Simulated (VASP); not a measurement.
# LuTi3F (Pm-3m) in VASP: further runs

Runs on LuTi3F. Level: PBE. Tasks: single point, relaxation of cell and atoms.

Program: VASP 6.6.1. These are calculated values, not measurements. Logs are shortened: lines on timing, memory, paths and dates and some standing lists are left out, and cuts for length are marked.

## 1. The cell of the first run

Symmetry: Pm-3m, No. 221, cubic system. The conventional cell has a = 4.402 Å, b = 4.402 Å, c = 4.402 Å, α = 90.00°, β = 90.00°, γ = 90.00°. Within 4.1 Å of Lu (site symmetry m-3m) lie 12 Ti at 3.11 Å and 8 F at 3.81 Å. Ti (site symmetry 4/mmm) has 2 F at 2.20 Å within 2.9 Å. Within 2.9 Å of F (site symmetry m-3m) lie 6 Ti at 2.20 Å.

The cell was generated, and may not be a known phase.

## 2. Single point, PBE

Input file INCAR:

```
PREC = Accurate
ENCUT = 520
EDIFF = 1E-6
ISMEAR = 0
SIGMA = 0.1
LREAL = F
LASPH = T
NELM = 80
ALGO = Normal
ISIF = 2
LWAVE = F
LCHARG = T
GGA = PE
LELF = T
LVHAR = T
NBANDS = 42
```

Input file KPOINTS:

```
regular mesh
0
Gamma
  8 8 8
```

Input file POSCAR:

```
LuTi3F
1.0
    4.4020663828      0.0000000000      0.0000000000
    0.0000000000      4.4020663828      0.0000000000
    0.0000000000      0.0000000000      4.4020663828
Lu Ti F
1 3 1
Direct
    0.5000000000      0.5000000000      0.5000000000
    0.5000000000      0.0000000000      0.0000000000
    0.0000000000      0.5000000000      0.0000000000
    0.0000000000      0.0000000000      0.5000000000
    0.0000000000      0.0000000000      0.0000000000
```

Potentials or basis: VASP PAW PBE potentials, release 64 (Lu, Ti_sv, F).

Run with:

```sh
cat potpaw_PBE.64/Lu/POTCAR potpaw_PBE.64/Ti_sv/POTCAR potpaw_PBE.64/F/POTCAR > POTCAR
mpirun -np 1 vasp_std > vasp.out
```

OUTCAR:

```text
PREC = Accurate
   ENCUT = 520
   EDIFF = 1E-6
   ISMEAR = 0
   LREAL = F
   LASPH = T
   NELM = 80
   ISIF = 2
   GGA = PE

 ion  position               nearest neighbor table
   1  0.500  0.500  0.500-   2 3.11   3 3.11   4 3.11   2 3.11   3 3.11   2 3.11   4 3.11   2 3.11
                             3 3.11   4 3.11   3 3.11   4 3.11
   2  0.500  0.000  0.000-   5 2.20   5 2.20   1 3.11   1 3.11   1 3.11   1 3.11
   3  0.000  0.500  0.000-   5 2.20   5 2.20   1 3.11   1 3.11   1 3.11   1 3.11
   4  0.000  0.000  0.500-   5 2.20   5 2.20   1 3.11   1 3.11   1 3.11   1 3.11
   5  0.000  0.000  0.000-   2 2.20   3 2.20   4 2.20   4 2.20   3 2.20   2 2.20

  LATTYP: Found a simple cubic cell.
 ALAT       =     4.4020663828

  Lattice vectors:

 A1 = (   4.4020663828,   0.0000000000,   0.0000000000)
 A2 = (   0.0000000000,   4.4020663828,   0.0000000000)
 A3 = (   0.0000000000,   0.0000000000,   4.4020663828)

Analysis of symmetry for initial positions (statically):
=====================================================================
 Subroutine PRICEL returns:
 Original cell was already a primitive cell.

 Routine SETGRP: Setting up the symmetry group for a
 simple cubic supercell.

 Subroutine GETGRP returns: Found 48 space group operations
 (whereof 48 operations were pure point group operations)
 out of a pool of 48 trial point group operations.

The static configuration has the point symmetry O_h .

Analysis of symmetry for dynamics (positions and initial velocities):
=====================================================================
 Subroutine PRICEL returns:
 Original cell was already a primitive cell.

 Routine SETGRP: Setting up the symmetry group for a
 simple cubic supercell.

 Subroutine GETGRP returns: Found 48 space group operations
 (whereof 48 operations were pure point group operations)
 out of a pool of 48 trial point group operations.

The dynamic configuration has the point symmetry O_h .

 Subroutine INISYM returns: Found 48 space group operations
 (whereof 48 operations are pure point group operations),
 and found     1 'primitive' translations

----------------------------------------------------------------------------------------

                                     Primitive cell

  volume of cell :      85.3041

  direct lattice vectors                    reciprocal lattice vectors
     4.402066383  0.000000000  0.000000000     0.227166043  0.000000000  0.000000000
     0.000000000  4.402066383  0.000000000     0.000000000  0.227166043  0.000000000
     0.000000000  0.000000000  4.402066383     0.000000000  0.000000000  0.227166043

  length of vectors
     4.402066383  4.402066383  4.402066383     0.227166043  0.227166043  0.227166043

  position of ions in fractional coordinates (direct lattice)
     0.500000000  0.500000000  0.500000000
     0.500000000  0.000000000  0.000000000
     0.000000000  0.500000000  0.000000000
     0.000000000  0.000000000  0.500000000
     0.000000000  0.000000000  0.000000000

  ion indices of the primitive-cell ions
   primitive index   ion index
                 1           1
                 2           2
                 3           3
                 4           4
                 5           5

----------------------------------------------------------------------------------------

 KPOINTS: regular mesh

Automatic generation of k-mesh.
 Grid dimensions read from file:
 generate k-points for:    8    8    8

 Generating k-lattice:

  Cartesian coordinates                     Fractional coordinates (reciprocal lattice)
     0.028395755  0.000000000  0.000000000     0.125000000  0.000000000  0.000000000
     0.000000000  0.028395755  0.000000000     0.000000000  0.125000000  0.000000000
     0.000000000  0.000000000  0.028395755     0.000000000  0.000000000  0.125000000

  Length of vectors
     0.028395755  0.028395755  0.028395755

  Shift w.r.t. Gamma in fractional coordinates (k-lattice)
     0.000000000  0.000000000  0.000000000

 Subroutine IBZKPT returns following result:
 ===========================================

 Found     35 irreducible k-points:

 Following reciprocal coordinates:
            Coordinates               Weight
  0.000000  0.000000  0.000000      1.000000
  0.125000  0.000000  0.000000      6.000000
  0.250000  0.000000  0.000000      6.000000
  0.375000  0.000000  0.000000      6.000000
  0.500000  0.000000  0.000000      3.000000
  0.125000  0.125000  0.000000     12.000000
[... 16 lines left out ...]
  0.375000  0.375000  0.125000     24.000000
  0.500000  0.375000  0.125000     24.000000
 [... further k-points ...]
   k-points           NKPTS =     35   k-points in BZ     NKDIM =     35   number of bands    NBANDS=     42
   number of dos      NEDOS =    301   number of ions     NIONS =      5
   total plane-waves  NPLWV =  46656
   dimension x,y,z NGX =    36 NGY =   36 NGZ =   36
   dimension x,y,z NGXF=    72 NGYF=   72 NGZF=   72
   ions per type =               1   3   1
   NGX,Y,Z   is equivalent  to a cutoff of  13.60, 13.60, 13.60 a.u.
   NGXF,Y,Z  is equivalent  to a cutoff of  27.19, 27.19, 27.19 a.u.
 SYSTEM =  unknown system
   PREC   = accura    normal or accurate (medium, high low for compatibility)
   ISTART =      0    job   : 0-new  1-cont  2-samecut
   ICHARG =      2    charge: 1-file 2-atom 10-const
   ISPIN  =      1    spin polarized calculation?
   LNONCOLLINEAR =      F non collinear calculations
   LSORBIT =      F    spin-orbit coupling
   LASPH  =      T    aspherical Exc in radial PAW
   ENCUT  =  520.0 eV  38.22 Ry    6.18 a.u.   8.18  8.18  8.18*2*pi/ulx,y,z
   NELM   =     80;   NELMIN=  2; NELMDL= -5     # of ELM steps
   EDIFF  = 0.1E-05   stopping-criterion for ELM
   LREAL  =      F    real-space projection
[... 7 lines left out ...]
   TEBEG  =    0.0;   TEEND  =   0.0 temperature during run
   PSTRESS=    0.0 pullay stress
   NELECT =      68.0000    total number of electrons
   NUPDOWN=      -1.0000    fix difference up-down
   EMIN   =  10.00;   EMAX   =-10.00  energy-range for DOS
   EFERMI =   0.00;   METHOD = LEGACY
   ISMEAR =     0;   SIGMA  =   0.10  broadening in eV -4-tet -1-fermi 0-gaus
   EFERMI_NEDOS =   21; number of points for ismear=-14 and -15
   IALGO  =     38    algorithm
   IMIX   =      4    mixing-type and parameters
     AMIX     =   0.40;   BMIX     =  1.00
     AMIX_MAG =   1.60;   BMIX_MAG =  1.00
  volume/ion in A,a.u.               =      17.06       115.13
  Fermi-wavevector in a.u.,A,eV,Ry     =   1.517940  2.868490 31.349745  2.304141
  Thomas-Fermi vector in A             =   2.627128
   LORBIT       =      0    0 simple, 1 ext, 2 COOP (PROOUT), +10 PAW based schemes
   GGA     = PE    functional components
   LHFCALC =     F    Hartree Fock is set to
   AEXX    =    0.0000 exact exchange contribution
   IVDW    =     0    specifies the selected vdW correction
   LEPSILON=     F    determine dielectric tensor
   LRPA    =     F    only Hartree local field effects (RPA)
 non-spin polarized calculation
 Gauss-broadening in eV      SIGMA  =   0.10
  energy-cutoff  :      520.00
  volume of cell :       85.30
 maximum number of plane-waves:      2320
 NGX is ok and might be reduce to    36
   NGX = 17   NGY = 17   NGZ = 17

 number of electron      67.9999988 magnetization

 Free energy of the ion-electron system (eV)
  ---------------------------------------------------
  ext. energy  EPLUGINS =         0.00000000
  ---------------------------------------------------
  free energy    TOTEN  =       -32.30121083 eV

  energy without entropy =      -32.26388750  energy(sigma->0) =      -32.28254916

 E-fermi :   6.6600     XC(G=0): -11.4304

 val. band max:        6.6576017593   @ k =   0.5000   0.3750   0.3750
 cond. band min:       6.6700477765   @ k =   0.3750   0.2500   0.0000
 fundamental gap:      0.0124460172
 Fermi energy:         6.6600044576

 k-point     1 :       0.0000    0.0000    0.0000
  band No.  band energies     occupation
      1     -50.5333      2.00000
      2     -50.4741      2.00000
      3     -50.4741      2.00000
      4     -48.6426      2.00000
      5     -27.0257      2.00000
      6     -27.0257      2.00000
[... 34 lines left out ...]
     41       9.2641      0.00000
     42       9.2769      0.00000

 k-point     2 :       0.1250    0.0000    0.0000
  band No.  band energies     occupation
      1     -50.5312      2.00000
      2     -50.4760      2.00000
      3     -50.4740      2.00000
      4     -48.6427      2.00000
      5     -27.0310      2.00000
      6     -27.0224      2.00000
[... 34 lines left out ...]
     41       8.7738      0.00000
     42       9.1754      0.00000

 k-point     3 :       0.2500    0.0000    0.0000
  band No.  band energies     occupation
      1     -50.5255      2.00000
      2     -50.4814      2.00000
      3     -50.4740      2.00000
      4     -48.6429      2.00000
      5     -27.0447      2.00000
      6     -27.0141      2.00000
[... 34 lines left out ...]
     41       8.2521      0.00000
     42       8.8634      0.00000

 k-point     4 :       0.3750    0.0000    0.0000
  band No.  band energies     occupation
      1     -50.5177      2.00000
      2     -50.4887      2.00000
      3     -50.4740      2.00000
      4     -48.6431      2.00000
      5     -27.0594      2.00000
      6     -27.0055      2.00000
[... 844 lines left out ...]
     41       8.1576      0.00000
     42       8.4844      0.00000

 k-point    23 :       0.3750    0.3750    0.1250
  band No.  band energies     occupation
      1     -50.5045      2.00000
      2     -50.4902      2.00000
      3     -50.4848      2.00000
      4     -48.6433      2.00000
      5     -27.2659      2.00000
      6     -26.9570      2.00000
[... 34 lines left out ...]
     41       8.2248      0.00000
     42       8.6050      0.00000

 k-point    24 :       0.5000    0.3750    0.1250
  band No.  band energies     occupation
      1     -50.5000      2.00000
      2     -50.4930      2.00000
      3     -50.4862      2.00000
      4     -48.6433      2.00000
      5     -27.2844      2.00000
      6     -26.9535      2.00000
[... 34 lines left out ...]
     41       8.2513      0.00000
     42       8.5076      0.00000

 [... further k-points ...]

------------------------ aborting loop because EDIFF is reached ----------------------------------------

  FORCE on cell =-STRESS in cart. coord.  units (eV):
  Direction    XX          YY          ZZ          XY          YZ          ZX
  --------------------------------------------------------------------------------------
  -------------------------------------------------------------------------------------
  Total        0.1410262      0.1410262      0.1410262      0.0000000      0.0000000     -0.0000000
  in kB        2.6487476      2.6487476      2.6487476      0.0000000      0.0000000     -0.0000000
  external PRESSURE =       2.6487476 kB  Pullay stress =       0.0000000 kB

 VOLUME and BASIS-vectors are now :
 -----------------------------------------------------------------------------
  energy-cutoff  :      520.00
  volume of cell :       85.30
      direct lattice vectors                 reciprocal lattice vectors
     4.402066383  0.000000000  0.000000000     0.227166043  0.000000000  0.000000000
     0.000000000  4.402066383  0.000000000     0.000000000  0.227166043  0.000000000
     0.000000000  0.000000000  4.402066383     0.000000000  0.000000000  0.227166043

 POSITION                                       TOTAL-FORCE (eV/Angst)
 -----------------------------------------------------------------------------------
      2.20103      2.20103      2.20103         0.000000      0.000000      0.000000
      2.20103      0.00000      0.00000         0.000000      0.000000      0.000000
      0.00000      2.20103      0.00000         0.000000      0.000000      0.000000
      0.00000      0.00000      2.20103         0.000000      0.000000      0.000000
      0.00000      0.00000      0.00000         0.000000      0.000000      0.000000
 -----------------------------------------------------------------------------------
    total drift:                                0.000000      0.000000      0.000000

  FREE ENERGIE OF THE ION-ELECTRON SYSTEM (eV)
  ---------------------------------------------------
  free  energy   TOTEN  =       -32.3012108255 eV

  energy  without entropy=      -32.2638874984  energy(sigma->0) =      -32.28254916
```

Run time: 1.9 min. Hardware: 1 thread of Intel Xeon Platinum 8259CL at 2.50GHz (Skylake/Cascade Lake), shared host; peak memory 0.28 GiB.

Results:

* Free energy: -32.3012 eV
* Pressure: 0.3 GPa
* Band gap on the k mesh: zero (bands 34 and 35 overlap by 0.90 eV)

Caveat: spin-orbit coupling is left out, which moves the levels of the heavy elements.

[end of part 1 of 2]

The gap in the log of VASP goes by the Fermi energy; the results here count the filled bands.